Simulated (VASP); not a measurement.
Here is a VASP 6.6.1 calculation.

Contents of INCAR:

```
ALGO     = Normal         # electronic algorithm
EDIFF    = 1E-6           # SCF threshold, eV
EDIFFG   = -0.005         # ionic threshold
ENCUT    = 600            # plane-wave cutoff, eV
GGA      = PS             # functional
IBRION   = 2              # ionic algorithm
ISIF     = 3              # what is computed and relaxed
ISMEAR   = 0              # smearing method
LASPH    = True           # aspherical terms in the spheres
LCHARG   = False          # write CHGCAR
LREAL    = False          # projectors in reciprocal space
LWAVE    = False          # write WAVECAR
NELM     = 60             # most SCF steps
NSW      = 100            # ionic steps
PREC     = Accurate       # precision mode
SIGMA    = 0.02           # smearing width, eV
```

Contents of KPOINTS:

```
k-points
0
Gamma
  6 6 6
```

File POSCAR:

```
KCdCO3F
1.0
    5.0438030915      0.0000000000      0.0000000000
   -2.5219015457      4.3680616089      0.0000000000
    0.0000000000      0.0000000000      4.4202152902
K Cd C O F
1 1 1 3 1
Direct
    0.0000000000      0.0000000000      0.0000000000
    0.6666666667      0.3333333333      0.5000000000
    0.3333333333      0.6666666667      0.5000000000
    0.1860485873      0.3720971745      0.5000000000
    0.1860485873      0.8139514127      0.5000000000
    0.6279028255      0.8139514127      0.5000000000
    0.6666666667      0.3333333333      0.0000000000
```

Potentials or basis: VASP PAW PBE potentials, release 64 (K_sv, Cd, C, O, F).

Launch:

```console
$ cat potpaw_PBE.64/K_sv/POTCAR potpaw_PBE.64/Cd/POTCAR potpaw_PBE.64/C/POTCAR potpaw_PBE.64/O/POTCAR potpaw_PBE.64/F/POTCAR > POTCAR
$ mpirun -np 1 vasp_std > vasp.out
```

(1) Predict the band gap on the k mesh.

(2) Predict the space group after relaxing (to 0.1 Å).

(3) What does it give for the relaxed cell?

(4) Estimate the relaxed volume.

Answers

(1) 1.88 eV.

(2) P-6m2 (No. 187).

(3) a = 5.041 Å, b = 5.041 Å, c = 4.428 Å, α = 90.00°, β = 90.00°, γ = 120.00°.

(4) 13.92 Å³/atom.

Caveat: the PAW data sets were made with another functional, which shifts forces and pressure a little.
